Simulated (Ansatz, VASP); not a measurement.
Rh: VASP beside Ansatz

```
CELL_PARAMETERS angstrom
0.00000 1.89785 1.89785
1.89785 0.00000 1.89785
1.89785 1.89785 0.00000
ATOMIC_POSITIONS crystal
Rh 0.00000 0.00000 0.00000
```

Alike in both runs: functional revPBE; k mesh 12 × 12 × 12; occupations fermi-dirac, width 0.05 eV; no spin polarisation.

|  | VASP | Ansatz |
| --- | --- | --- |
| version | VASP 6.6.1 | Ansatz 0.2.0 |
| potentials or method | VASP PAW PBE potentials, release 64 (Rh_pv), cutoff 520 eV | all-electron LAPW, scalar-relativistic |
| task | single point | band structure |

Ansatz gave:

```
gap on the k mesh at the Fermi level (eV) : none
pressure (GPa)                            : 10.6
```

Problem. What did VASP give for the same quantities?

Solution. gap on the k mesh at the Fermi level (eV): none; pressure (GPa): 10.8.

VASP's potentials were made for PBE, not for revPBE. A gap of «none» marks a metal or a gap that the smearing closes. Ansatz ran all-electron here, and VASP with PAW potentials.
